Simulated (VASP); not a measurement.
# Ta3H in VASP: further runs

Runs on Ta3H. Level: LDA. Tasks: single point.

Everything below comes from runs of VASP 6.6.1. Logs are shortened: lines on timing, memory, paths and dates and some standing lists are left out, and cuts for length are marked.

**1. The cell of the first run**

The cell holds a slab with vacuum, 8 atoms: a = 4.600 Å, b = 4.600 Å, c = 22.402 Å, α = 90.00°, β = 90.00°, γ = 120.00°.

**2. Single point, LDA**

Input file INCAR:

```
  PREC = Accurate
  ENCUT = 520
  EDIFF = 1E-6
  ISMEAR = 0
  SIGMA = 0.1
  LREAL = False
  LASPH = True
  NELM = 60
  ALGO = Normal
  ISIF = 2
  LWAVE = False
  LCHARG = False
  LDIPOL = True
  IDIPOL = 3
  DIPOL = 0.5 0.5 0.326
  GGA = CA
  NBANDS = 44
```

Input file KPOINTS:

```
regular mesh
0
Gamma
  6 6 1
```

Input file POSCAR:

```
Ta3H
1.0
    4.6002247492      0.0000000000      0.0000000000
   -2.3001123746      3.9839114959      0.0000000000
    0.0000000000      0.0000000000     22.4017722044
Ta H
6 2
Direct
    0.6666666667      0.3333333333      0.1785573018
    0.3333333333      0.6666666667      0.2204743848
    0.0000000000      0.0000000000      0.2623914678
    0.6666666667      0.3333333333      0.3016814391
    0.3333333333      0.6666666667      0.3385386112
    0.0000000000      0.0000000000      0.3750494438
    0.2518155770      0.6666666667      0.4665600609
    0.4148510896      0.6666666667      0.4665600609
```

Potentials or basis: VASP PAW LDA potentials, release 64 (Ta_pv, H).

Started as:

```bash
$ cat potpaw_LDA.64/Ta_pv/POTCAR potpaw_LDA.64/H/POTCAR > POTCAR
$ mpirun -np 1 vasp_std > vasp.out
```

OUTCAR:

```text
PREC = Accurate
   ENCUT = 520
   EDIFF = 1E-6
   ISMEAR = 0
   LREAL = False
   LASPH = True
   NELM = 60
   ISIF = 2
   GGA = CA

 ion  position               nearest neighbor table
   1  0.667  0.333  0.179-   4 2.76   2 2.82   2 2.82   2 2.82   3 3.25   3 3.25   3 3.25
   2  0.333  0.667  0.220-   5 2.64   1 2.82   3 2.82   1 2.82   3 2.82   3 2.82   1 2.82   4 3.22
                             4 3.22   4 3.22
   3  0.000  0.000  0.262-   6 2.52   4 2.80   4 2.80   4 2.80   2 2.82   2 2.82   2 2.82   5 3.16
                             5 3.16   5 3.16   1 3.25   1 3.25   1 3.25
   4  0.667  0.333  0.302-   1 2.76   5 2.78   5 2.78   5 2.78   3 2.80   3 2.80   3 2.80   6 3.12
                             6 3.12   6 3.12   2 3.22   2 3.22   2 3.22
   5  0.333  0.667  0.339-   2 2.64   6 2.78   6 2.78   6 2.78   4 2.78   4 2.78   4 2.78   3 3.16
                             3 3.16   3 3.16
   6  0.000  0.000  0.375-   3 2.52   5 2.78   5 2.78   5 2.78   4 3.12   4 3.12   4 3.12
   7  0.252  0.667  0.467-   8 0.75
   8  0.415  0.667  0.467-   7 0.75

  LATTYP: Found a hexagonal cell.
 ALAT       =     4.6002247492
 C/A-ratio  =     4.8697125523

  Lattice vectors:

 A1 = (   4.6002247492,   0.0000000000,   0.0000000000)
 A2 = (  -2.3001123746,   3.9839114959,   0.0000000000)
 A3 = (   0.0000000000,   0.0000000000,  22.4017722044)

Analysis of symmetry for initial positions (statically):
=====================================================================
 Subroutine PRICEL returns:
 Original cell was already a primitive cell.

 Routine SETGRP: Setting up the symmetry group for a
 hexagonal supercell.

 Subroutine GETGRP returns: Found  2 space group operations
 (whereof  2 operations were pure point group operations)
 out of a pool of 24 trial point group operations.

The static configuration has the point symmetry C_1h.

Analysis of symmetry for dynamics (positions and initial velocities):
=====================================================================
 Subroutine PRICEL returns:
 Original cell was already a primitive cell.

 Routine SETGRP: Setting up the symmetry group for a
 hexagonal supercell.

 Subroutine GETGRP returns: Found  2 space group operations
 (whereof  2 operations were pure point group operations)
 out of a pool of 24 trial point group operations.

The dynamic configuration has the point symmetry C_1h.

 Subroutine INISYM returns: Found  2 space group operations
 (whereof  2 operations are pure point group operations),
 and found     1 'primitive' translations

----------------------------------------------------------------------------------------

[... 108 lines left out ...]
   EFERMI_NEDOS =   21; number of points for ismear=-14 and -15
   IALGO  =     38    algorithm
   IMIX   =      4    mixing-type and parameters
     AMIX     =   0.40;   BMIX     =  1.00
     AMIX_MAG =   1.60;   BMIX_MAG =  1.00
  volume/ion in A,a.u.               =      51.32       346.32
  Fermi-wavevector in a.u.,A,eV,Ry     =   0.899057  1.698972 10.997647  0.808304
  Thomas-Fermi vector in A             =   2.021844
   LORBIT       =      0    0 simple, 1 ext, 2 COOP (PROOUT), +10 PAW based schemes
   GGA     = CA    functional components
   LHFCALC =     F    Hartree Fock is set to
   AEXX    =    0.0000 exact exchange contribution
   IVDW    =     0    specifies the selected vdW correction
   LEPSILON=     F    determine dielectric tensor
   LRPA    =     F    only Hartree local field effects (RPA)
 non-spin polarized calculation
 Gauss-broadening in eV      SIGMA  =   0.10
  energy-cutoff  :      520.00
  volume of cell :      410.55
 maximum number of plane-waves:     11105
 NGX is ok and might be reduce to    36
   NGX = 17   NGY = 17   NGZ = 83

 dipolmoment           0.000000      0.000000      0.001110 electrons x Angstroem

 number of electron      68.0000007 magnetization

 dipolmoment           0.000000      0.000000     -0.029730 electrons x Angstroem

 Free energy of the ion-electron system (eV)
  ---------------------------------------------------
  ext. energy  EPLUGINS =         0.00000000
  ---------------------------------------------------
  free energy    TOTEN  =       -76.31747044 eV

  energy without entropy =      -76.29480454  energy(sigma->0) =      -76.30613749

 E-fermi :  -0.9833     XC(G=0):  -4.5634

 val. band max:       -1.0395634075   @ k =   0.1667   0.1667   0.0000
 cond. band min:      -0.9546653127   @ k =   0.3333   0.3333   0.0000
 fundamental gap:      0.0848980948
 Fermi energy:        -0.9832574828

 k-point     1 :       0.0000    0.0000    0.0000
  band No.  band energies     occupation
      1     -35.4538      2.00000
      2     -35.3679      2.00000
      3     -35.1469      2.00000
      4     -35.1439      2.00000
      5     -35.0146      2.00000
      6     -35.0143      2.00000
[... 600 lines left out ...]
     43       0.9609      0.00000
     44       1.6056      0.00000

------------------------ aborting loop because EDIFF is reached ----------------------------------------

 vacuum level on the upper side and lower side of the slab       (xc-potential included)        -0.240         0.137

  FORCE on cell =-STRESS in cart. coord.  units (eV):
  Direction    XX          YY          ZZ          XY          YZ          ZX
  --------------------------------------------------------------------------------------
  -------------------------------------------------------------------------------------
  Total       -3.9743474     -4.7271302     -3.1541014      0.0000000     -0.1037326      0.0000000
  in kB      -15.5097678    -18.4474797    -12.3087834      0.0000000     -0.4048134      0.0000000
  external PRESSURE =     -15.4220103 kB  Pullay stress =       0.0000000 kB

 VOLUME and BASIS-vectors are now :
 -----------------------------------------------------------------------------
  energy-cutoff  :      520.00
  volume of cell :      410.55
      direct lattice vectors                 reciprocal lattice vectors
     4.600224749  0.000000000  0.000000000     0.217380683  0.125504796  0.000000000
    -2.300112375  3.983911496  0.000000000     0.000000000  0.251009592  0.000000000
     0.000000000  0.000000000 22.401772204     0.000000000  0.000000000  0.044639325

 POSITION                                       TOTAL-FORCE (eV/Angst)
 -----------------------------------------------------------------------------------
      2.30011      1.32797      4.00000         0.000000      0.011613      2.014869
     -0.00000      2.65594      4.93902         0.000000      0.000795     -0.381877
      0.00000      0.00000      5.87803         0.000000     -0.006168     -1.893447
      2.30011      1.32797      6.75820         0.000000     -0.001751      0.191777
     -0.00000      2.65594      7.58386         0.000000      0.026764      0.152169
      0.00000      0.00000      8.40177         0.000000     -0.008634     -0.136643
     -0.37500      2.65594     10.45177        -1.065270     -0.011309      0.026576
      0.37500      2.65594     10.45177         1.065270     -0.011309      0.026576
 -----------------------------------------------------------------------------------
    total drift:                                0.000000      0.000005      0.000745

  FREE ENERGIE OF THE ION-ELECTRON SYSTEM (eV)
  ---------------------------------------------------
  free  energy   TOTEN  =       -76.3174704395 eV

  energy  without entropy=      -76.2948045408  energy(sigma->0) =      -76.30613749

 vacuum level on the upper side and lower side of the slab         2.430         2.736
```

stdout:

```text
POSCAR found type information on POSCAR TaH
 POSCAR found :  2 types and       8 ions
 scaLAPACK will be used
 LDA part: xc-table for (Slater(with rela. corr.)+CA(PZ))
 , standard interpolation
 POSCAR, INCAR and KPOINTS ok, starting setup
 FFT: planning ... GRIDC
 FFT: planning ... GRID_SOFT
 FFT: planning ... GRID
 WAVECAR not read
 entering main loop
```

It took 5 min on 1 thread of Intel Xeon 6975P-C (Granite Rapids), shared host; peak memory 0.47 GiB.

What came out:

| Property | Result |
| --- | --- |
| Free energy | -76.3175 eV |
| Largest force | 2.015 eV/Å |
| Band gap on the k mesh | zero (filled and empty bands touch) |

Forces in eV/Å, atoms in the order of the input:
```
Ta   0.000  0.012  2.015
Ta   0.000  0.001 -0.382
Ta   0.000 -0.006 -1.893
Ta   0.000 -0.002  0.192
Ta   0.000  0.027  0.152
Ta   0.000 -0.009 -0.137
H   -1.065 -0.011  0.027
H    1.065 -0.011  0.027
```

Levels at points of the mesh, in eV from the Fermi level:
```
           k point  band 30  band 31  band 32  band 33  band 34  band 35  band 36  band 37  band 38  band 39
(0.00, 0.00, 0.00)    -1.09    -0.98    -0.97    -0.35    -0.35     0.19     0.22     0.23     0.63     2.36
(0.50, 0.00, 0.00)    -1.45    -0.98    -0.95    -0.40    -0.28     0.10     0.42     0.96     1.13     1.22
(0.00, 0.50, 0.00)    -1.45    -0.98    -0.95    -0.39    -0.29     0.16     0.42     1.00     1.08     1.21
```

Caveat: spin-orbit coupling is left out, which moves the levels of the heavy elements.

**3. Single point, LDA**

Input file INCAR:

```
  PREC = Accurate
  ENCUT = 520
  EDIFF = 1E-6
  ISMEAR = 0
  SIGMA = 0.1
  LREAL = F
  LASPH = T
  NELM = 100
  ALGO = Normal
  ISIF = 2
  LWAVE = F
  LCHARG = F
  LDIPOL = T
  IDIPOL = 3
  DIPOL = 0.5 0.5 0.337
  GGA = CA
  NBANDS = 44
```

Input file KPOINTS:

```
Automatic mesh
0
Gamma
  6 6 1
```

Edit POSCAR of step 2 so:

```diff
@@ -14,3 +14,3 @@
     0.0000000000      0.0000000000      0.3750494438
-    0.2518155770      0.6666666667      0.4665600609
-    0.4148510896      0.6666666667      0.4665600609
+    0.2518155770      0.6666666667      0.5089674201
+    0.4148510896      0.6666666667      0.5089674201
```

Potentials or basis: VASP PAW LDA potentials, release 64 (Ta_pv, H).

Started as:

```bash
$ cat potpaw_LDA.64/Ta_pv/POTCAR potpaw_LDA.64/H/POTCAR > POTCAR
$ mpirun -np 1 vasp_std > vasp.out
```

Run time: 6 min. Hardware: 1 thread of Intel Xeon 6975P-C (Granite Rapids), shared host; peak memory 0.46 GiB.

Results (log left out):

```yaml
Free_energy: -76.3682 eV
Largest_force: 2.059 eV/Å
```

Forces in eV/Å, atoms in the order of the input:
```
Ta   0.000  0.002  2.059
Ta   0.000  0.000 -0.257
Ta   0.000 -0.002 -2.015
Ta   0.000  0.002  0.066
Ta   0.000  0.004  0.041
Ta   0.000  0.002  0.102
H   -0.627 -0.004  0.002
H    0.627 -0.004  0.002
```

Levels at points of the mesh, in eV from the Fermi level:
| k point | band 31 | band 32 | band 33 | band 34 | band 35 | band 36 | band 37 | band 38 |
| --- | --- | --- | --- | --- | --- | --- | --- | --- |
| (0.00, 0.00, 0.00) | -0.93 | -0.93 | -0.32 | -0.32 | 0.14 | 0.25 | 0.26 | 0.26 |
| (0.50, 0.00, 0.00) | -1.01 | -0.96 | -0.50 | -0.27 | 0.20 | 0.32 | 0.98 | 1.19 |
| (0.00, 0.50, 0.00) | -1.01 | -0.96 | -0.49 | -0.27 | 0.22 | 0.32 | 0.99 | 1.19 |

Caveat: spin-orbit coupling is left out, which moves the levels of the heavy elements.

**4. Single point, LDA**

Input file INCAR:

```
PREC     = Accurate       # precision mode
ENCUT    = 520            # plane-wave cutoff, eV
EDIFF    = 1E-6           # SCF threshold, eV
ISMEAR   = 0              # smearing method
SIGMA    = 0.1            # smearing width, eV
LREAL    = False          # projectors in reciprocal space
LASPH    = True           # aspherical terms in the spheres
NELM     = 60             # most SCF steps
ALGO     = Normal         # electronic algorithm
ISIF     = 2              # what is computed and relaxed
LWAVE    = False          # write WAVECAR
LCHARG   = True           # write CHGCAR
LDIPOL   = True         
IDIPOL   = 3            
DIPOL    = 0.5 0.5 0.312
GGA      = CA             # functional
LELF     = True           # ELF
LVHAR    = True         
LVACPOTAV= True         
NBANDS   = 44             # bands
```

Input file KPOINTS:

```
regular mesh
0
Gamma
  6 6 1
```

Edit POSCAR of step 3 so:

```diff
@@ -14,3 +14,3 @@
     0.0000000000      0.0000000000      0.3750494438
-    0.2518155770      0.6666666667      0.5089674201
-    0.4148510896      0.6666666667      0.5089674201
+    0.2049700398      0.6666666667      0.4094217243
+    0.4616966269      0.6666666667      0.4094217243
```

Potentials or basis: VASP PAW LDA potentials, release 64 (Ta_pv, H).

Started as:

```bash
$ cat potpaw_LDA.64/Ta_pv/POTCAR potpaw_LDA.64/H/POTCAR > POTCAR
$ mpirun -np 1 vasp_std > vasp.out
```

OUTCAR:

```text
PREC = Accurate
   ENCUT = 520
   EDIFF = 1E-6
   ISMEAR = 0
   LREAL = False
   LASPH = True
   NELM = 60
   ISIF = 2
   GGA = CA

 ion  position               nearest neighbor table
   1  0.667  0.333  0.179-   4 2.76   2 2.82   2 2.82   2 2.82   3 3.25   3 3.25   3 3.25
   2  0.333  0.667  0.220-   5 2.64   1 2.82   3 2.82   1 2.82   3 2.82   3 2.82   1 2.82   4 3.22
                             4 3.22   4 3.22
   3  0.000  0.000  0.262-   6 2.52   4 2.80   4 2.80   4 2.80   2 2.82   2 2.82   2 2.82   5 3.16
                             5 3.16   5 3.16   1 3.25   1 3.25   1 3.25
   4  0.667  0.333  0.302-   1 2.76   5 2.78   5 2.78   5 2.78   3 2.80   3 2.80   3 2.80   6 3.12
                             6 3.12   6 3.12   2 3.22   2 3.22   2 3.22
   5  0.333  0.667  0.339-   7 1.69   8 1.69   2 2.64   6 2.78   6 2.78   6 2.78   4 2.78   4 2.78
                             4 2.78   3 3.16   3 3.16   3 3.16
   6  0.000  0.000  0.375-   3 2.52   5 2.78   5 2.78   5 2.78   4 3.12   4 3.12   4 3.12
[... 822 lines left out ...]
  energy-cutoff  :      520.00
  volume of cell :      410.55
      direct lattice vectors                 reciprocal lattice vectors
     4.600224749  0.000000000  0.000000000     0.217380683  0.125504796  0.000000000
    -2.300112375  3.983911496  0.000000000     0.000000000  0.251009592  0.000000000
     0.000000000  0.000000000 22.401772204     0.000000000  0.000000000  0.044639325

 POSITION                                       TOTAL-FORCE (eV/Angst)
 -----------------------------------------------------------------------------------
      2.30011      1.32797      4.00000         0.000000      0.062646      1.817092
     -0.00000      2.65594      4.93902         0.000000     -0.006316     -1.196664
      0.00000      0.00000      5.87803         0.000000      0.058980     -1.862410
      2.30011      1.32797      6.75820        -0.000000     -0.328222     -0.306919
     -0.00000      2.65594      7.58386        -0.000000      0.307314     -2.584357
      0.00000      0.00000      8.40177         0.000000     -0.606206      0.837095
     -0.59050      2.65594      9.17177        -1.689590      0.255902      1.648082
      0.59050      2.65594      9.17177         1.689590      0.255902      1.648082
 -----------------------------------------------------------------------------------
    total drift:                                0.000000     -0.000002      0.000465

  FREE ENERGIE OF THE ION-ELECTRON SYSTEM (eV)
  ---------------------------------------------------
  free  energy   TOTEN  =       -76.8205280886 eV

  energy  without entropy=      -76.7748837400  energy(sigma->0) =      -76.79770591

 vacuum level on the upper side and lower side of the slab         2.633         2.607
```

Run time: 6.7 min. Hardware: 1 thread of Intel Xeon 6975P-C (Granite Rapids), shared host; peak memory 0.46 GiB.

What came out:

| Property | Result |
| --- | --- |
| Free energy | -76.8205 eV |
| Largest force | 2.603 eV/Å |
| Band gap on the k mesh | zero (band 34 reaches -1.06 eV, above the bottom of band 35 at -1.20 eV) |

Forces in eV/Å, atoms in the order of the input:
```
Ta   0.000  0.063  1.817
Ta   0.000 -0.006 -1.197
Ta   0.000  0.059 -1.862
Ta   0.000 -0.328 -0.307
Ta   0.000  0.307 -2.584
Ta   0.000 -0.606  0.837
H   -1.690  0.256  1.648
H    1.690  0.256  1.648
```

Levels at points of the mesh, in eV from the Fermi level:
```tsv
k point	band 30	band 31	band 32	band 33	band 34	band 35	band 36	band 37	band 38	band 39
(0.00, 0.00, 0.00)	-1.38	-1.11	-0.64	-0.63	-0.48	-0.08	0.11	0.13	1.82	1.89
(0.50, 0.00, 0.00)	-1.58	-1.08	-0.87	-0.44	-0.06	0.05	0.53	0.73	1.13	1.58
(0.00, 0.50, 0.00)	-1.53	-1.28	-0.89	-0.67	0.00	0.04	0.12	0.74	1.13	1.75
```

Caveat: spin-orbit coupling is left out, which moves the levels of the heavy elements.

[end of part 1 of 2]
